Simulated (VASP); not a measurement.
A run of VASP 6.6.1 is set up as follows.

File INCAR:

```
  PREC = Accurate
  ENCUT = 520
  EDIFF = 1E-6
  ISMEAR = -1
  SIGMA = 0.01
  LREAL = Auto
  LASPH = T
  NELM = 120
  ALGO = Normal
  ISIF = 2
  LWAVE = F
  LCHARG = F
  GGA = PE
  NELECT = 130.0
  NBANDS = 86
  GGA_COMPAT = F
```

File KPOINTS:

```
Automatic mesh
0
Gamma
  1 1 1
```

Contents of POSCAR:

```
Al15SiN16
1.0
    6.2595139128      0.0000000578      0.0000000000
   -3.1297570064      5.4208980350      0.0000000000
    0.0000000000      0.0000000000     10.0348065929
Al Si N
15 1 16
Direct
    0.3443848831      0.1529369703      0.2589027886
    0.3337102011      0.1648997331      0.7481420603
    0.1644548804      0.3341122245      1.0108531027
    0.3402391872      0.6931480073      0.2577131044
    0.1797119031      0.8375493624      0.4917878326
    0.3352126529      0.6692503651      0.7499457203
    0.1622676366      0.8339197050      0.9953389793
    0.8044432473      0.1573146490      0.2578875827
    0.6597072494      0.3183826511      0.4916721470
    0.8293311385      0.1639155455      0.7499109777
    0.6640532512      0.3358740799      0.9953354048
    0.8296388531      0.6678402865      0.2437237150
    0.6691081615      0.8292521601      0.4985298824
    0.8342421903      0.6638453063      0.7443956358
    0.6659426563      0.8321256343      0.9986370037
    0.1656030567      0.3325797868      0.5118825220
    0.3140721410      0.1820972373      0.4535788012
    0.1640599501      0.3338621352      0.1991452729
    0.3280889895      0.1698122072      0.9357161209
    0.1660812279      0.3326105146      0.6894491216
    0.3237682972      0.6351697967      0.4557947926
    0.1527062568      0.8294472334      0.1793460946
    0.3298513494      0.6667849224      0.9379479991
    0.1699153519      0.8320914614      0.6858619847
    0.8626438053      0.1755756788      0.4555400103
    0.6676604148      0.3443432044      0.1794367309
    0.8319010030      0.1685880245      0.9379354174
    0.6658182369      0.3286723085      0.6857582935
    0.8346782383      0.6632697282      0.4368327191
    0.6674998289      0.8303734530      0.1855178108
    0.8302684286      0.6677881152      0.9312111478
    0.6687956119      0.8308211678      0.6888611874
```

Potentials or basis: VASP PAW PBE potentials, release 64 (Al, Si, N).

Launch:

```console
$ cat potpaw_PBE.64/Al/POTCAR potpaw_PBE.64/Si/POTCAR potpaw_PBE.64/N/POTCAR > POTCAR
$ mpirun -np 1 vasp_gam > vasp.out
```

Question: Predict the largest force.

Answer: 1.201 eV/Å.

Forces on the atoms (eV/Å):
```
Al  -0.688  0.389 -0.591
Al   0.144 -0.128 -0.495
Al  -0.125  0.051 -0.637
Al   0.275 -0.782 -0.410
Al   0.095  0.087  0.252
Al   0.092  0.006 -0.483
Al  -0.245 -0.106 -0.672
Al   0.808  0.180 -0.436
Al  -0.029 -0.130  0.251
Al   0.068 -0.095 -0.467
Al  -0.008  0.244 -0.656
Al   0.124 -0.086 -0.527
Al  -0.547  0.350 -0.198
Al   0.079 -0.004 -0.474
Al   0.012  0.018 -0.636
Si  -0.074  0.003 -0.388
N    0.310 -0.119  0.106
N   -0.127  0.077  0.530
N    0.243 -0.125  0.640
N   -0.117  0.063  0.168
N   -0.166  0.147 -0.113
N    0.238  0.123  1.171
N    0.185  0.030  0.606
N   -0.163  0.120  0.352
N   -0.155  0.018 -0.078
N    0.017 -0.235  1.173
N    0.026 -0.163  0.606
N   -0.175  0.070  0.350
N    0.305 -0.181 -0.309
N   -0.398  0.225  0.713
N    0.151 -0.098  0.295
N   -0.154  0.051  0.358
```

Caveat: the k points lie up to 1.16 Å⁻¹ apart; the cell carries a net charge on a neutralising background, which shifts energy and pressure.
